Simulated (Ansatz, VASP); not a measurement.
Two plane-wave programs on AlNi

File INCAR:

```
  PREC = Accurate
  ENCUT = 520
  EDIFF = 1E-6
  ISMEAR = 0
  SIGMA = 0.15
  LREAL = F
  LASPH = T
  NELM = 80
  ALGO = Fast
  ISIF = 2
  LWAVE = F
  LCHARG = F
  GGA = PE
  NBANDS = 14
```

KPOINTS

```
regular mesh
0
Gamma
  16 16 16
```

File POSCAR:

```
AlNi
1.0
    2.1447433238     -2.1447078321      0.0000000000
    2.1447433238      2.1447078321      0.0000000000
    0.0000000000      0.0000000000      2.7458000000
Al Ni
1 1
Direct
    0.0000000000      0.0000000000      0.0000000000
    0.5000000000      0.5000000000      0.5000000000
```

Input for Ansatz:

```yaml
crystal:
  lattice:
    - [2.1447433238, -2.1447078321, 0.0]
    - [2.1447433238, 2.1447078321, 0.0]
    - [0.0, 0.0, 2.7458]
  atoms:
    - { symbol: Al, position: [0.0, 0.0, 0.0] }
    - { symbol: Ni, position: [0.5, 0.5, 0.5] }
basis:
  ecutwfc: 520.0
kpoints:
  mp_grid: { grid: [16, 16, 16] }
hamiltonian:
  xc: pbe
  pseudopotentials: { kind: paw, azcp: { folder: soft_1 } }
scf:
  occupations: { method: gaussian, width: 0.15 }
output:
  forces: true
  stress: true
  eigenvalues: true
```

Alike in both runs: task single point; functional PBE; k mesh 16 × 16 × 16; occupations gaussian, width 0.15 eV; no spin polarisation.

|  | VASP | Ansatz |
| --- | --- | --- |
| version | VASP 6.6.1 | Ansatz 0.2.0 |
| potentials or method | VASP PAW PBE potentials, release 64 (Al, Ni), cutoff 520 eV | scalar-relativistic, plane waves, PAW |
| valence electrons in the cell | 13 | 21 |

|  | VASP | Ansatz | Ansatz less VASP |
| --- | --- | --- | --- |
| gap on the k mesh at the Fermi level (eV) | none | none | - |
| pressure (GPa) | -5.7 | -5.6 | +0.14 |
| traceless stress, the component that is largest in VASP (GPa) | 5.75 | 5.65 | -0.097 |

A gap of «none» marks a metal or a gap that the smearing closes. The functional is the same, so the differences come from potentials, cutoffs and numerics. VASP's potentials hold 13 valence electrons a cell and Ansatz's 21, so a difference there can come from the potentials and not from the codes. Ansatz's warnings: near symmetry operations not taken.
